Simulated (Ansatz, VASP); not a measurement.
## One calculation of BaTiO3, two programs

Contents of POSCAR:

```
BaTiO3
1.0
    2.8400536833      1.6397057586      2.3314328269
   -2.8400536833      1.6397057586      2.3314328269
    0.0000000000     -3.2794115171      2.3314328269
Ba Ti O
1 1 3
Direct
   -0.0829990528     -0.0829990528     -0.0829990528
    0.5162478494      0.5162478494      0.5162478494
    0.4897536543      0.4897536543      0.9801597377
    0.4897536543      0.9801597377      0.4897536543
    0.9801597377      0.4897536543      0.4897536543
```

Contents of INCAR.step1:

```
ALGO = Normal
EDIFF = 1E-4
ENCUT = 520
GGA = PE
ISMEAR = 0
LASPH = True
LCHARG = False
LREAL = False
LWAVE = True
NBANDS = 28
NELM = 80
PREC = Accurate
SIGMA = 0.05
```

The input INCAR.step2:

```
ALGO = Normal
EDIFF = 1E-6
ENCUT = 520
ISIF = 2
ISMEAR = 0
ISTART = 1
LASPH = True
LCHARG = False
LMIXTAU = True
LREAL = False
LWAVE = False
METAGGA = R2SCAN
NBANDS = 28
NELM = 80
PREC = Accurate
SIGMA = 0.05
```

The input KPOINTS:

```
k-points
0
Gamma
  6 6 6
```

Input for Ansatz:

```yaml
crystal:
  lattice:
    - [2.8400536833, 1.6397057586, 2.3314328269]
    - [-2.8400536833, 1.6397057586, 2.3314328269]
    - [0.0, -3.2794115171, 2.3314328269]
  atoms:
    - { symbol: Ba, position: [-0.0829990528, -0.0829990528, -0.0829990528] }
    - { symbol: Ti, position: [0.5162478494, 0.5162478494, 0.5162478494] }
    - { symbol: O, position: [0.4897536543, 0.4897536543, 0.9801597377] }
    - { symbol: O, position: [0.4897536543, 0.9801597377, 0.4897536543] }
    - { symbol: O, position: [0.9801597377, 0.4897536543, 0.4897536543] }
basis:
  ecutwfc: 500
kpoints:
  mp_grid: { grid: [6, 6, 6] }
hamiltonian:
  xc: r2scan
scf:
  occupations: { method: gaussian, width: 0.05 }
output:
  forces: true
  stress: true
  eigenvalues: true
```

Alike in both runs: task single point; functional r2SCAN; k mesh 6 × 6 × 6; occupations gaussian, width 0.05 eV; no spin polarisation.

|  | VASP | Ansatz |
| --- | --- | --- |
| version | VASP 6.6.1 | Ansatz 0.2.0 |
| potentials or method | VASP PAW PBE potentials, release 64 (Ba_sv, Ti_sv, O), cutoff 520 eV | scalar-relativistic, plane waves, PAW |
| valence electrons in the cell | 40 | 40 |

```csv
,VASP,Ansatz,Ansatz less VASP
gap on the k mesh at the Fermi level (eV),2.57,2.56,-0.014
least direct gap on the mesh (eV),2.84,2.80,-0.041
pressure (GPa),12.5,9.8,-2.73
"traceless stress, the component that is largest in VASP (GPa)",13.98,13.15,-0.831
rms of the force components (eV/Å),1.926,1.753,-0.1735
```

VASP's potentials were made for PBE, not for r2SCAN. Atom by atom the forces differ by 0.196 eV/Å (rms over components).

Spin-orbit coupling is off throughout.
